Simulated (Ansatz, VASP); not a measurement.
**One calculation of CoPtO2, two programs**

Contents of INCAR:

```
  PREC = Accurate
  ENCUT = 520
  EDIFF = 1E-7
  ISMEAR = 0
  SIGMA = 0.15
  LREAL = F
  LASPH = T
  NELM = 100
  ALGO = Normal
  ISIF = 2
  LWAVE = F
  LCHARG = T
  GGA = PE
  LELF = T
  LVHAR = T
  NBANDS = 24
```

File KPOINTS:

```
Automatic mesh
0
Gamma
  18 18 18
```

The input POSCAR:

```
CoPtO2
1.0
    1.4702168280      0.8488300814      6.1399172004
   -1.4702168280      0.8488300814      6.1399172004
    0.0000000000     -1.6976601628      6.1399172004
Co Pt O
1 1 2
Direct
    0.5000000000      0.5000000000      0.5000000000
    0.0000000000      0.0000000000      0.0000000000
    0.8876528272      0.8876528272      0.8876528272
    0.1123471728      0.1123471728      0.1123471728
```

Input for Ansatz:

```yaml
crystal:
  lattice:
    - [1.470216828, 0.8488300814, 6.1399172004]
    - [-1.470216828, 0.8488300814, 6.1399172004]
    - [0.0, -1.6976601628, 6.1399172004]
  atoms:
    - { symbol: Co, position: [0.5, 0.5, 0.5] }
    - { symbol: Pt, position: [0.0, 0.0, 0.0] }
    - { symbol: O, position: [0.8876528272, 0.8876528272, 0.8876528272] }
    - { symbol: O, position: [0.1123471728, 0.1123471728, 0.1123471728] }
basis:
  ecutwfc: 420
kpoints:
  mp_grid: { grid: [18, 18, 18] }
hamiltonian:
  xc: pbe
scf:
  occupations: { method: gaussian, width: 0.15 }
output:
  forces: true
  stress: true
  eigenvalues: true
```

Change from the starting cell: strain +0.030 along x and y, +0.030 along z, atoms carried along.

Alike in both runs: task single point; functional PBE; k mesh 18 × 18 × 18; occupations gaussian, width 0.15 eV; no spin polarisation.

|  | VASP | Ansatz |
| --- | --- | --- |
| version | VASP 6.6.1 | Ansatz 0.2.0 |
| potentials or method | VASP PAW PBE potentials, release 64 (Co, Pt, O), cutoff 520 eV | scalar-relativistic, plane waves, PAW |
| valence electrons in the cell | 31 | 47 |

```csv
,VASP,Ansatz,Ansatz less VASP
gap on the k mesh at the Fermi level (eV),none,none,-
pressure (GPa),-17.1,-17.1,-0.07
"traceless stress, the component that is largest in VASP (GPa)",-3.61,-3.74,-0.132
rms of the force components (eV/Å),0.043,0.056,+0.0129
```

Atom by atom the forces differ by 0.013 eV/Å (rms over components). A gap of «none» marks a metal or a gap that the smearing closes. The functional is the same, so the differences come from potentials, cutoffs and numerics. VASP's potentials hold 31 valence electrons a cell and Ansatz's 47, so a difference there can come from the potentials and not from the codes.

Neither program's run includes spin-orbit coupling.
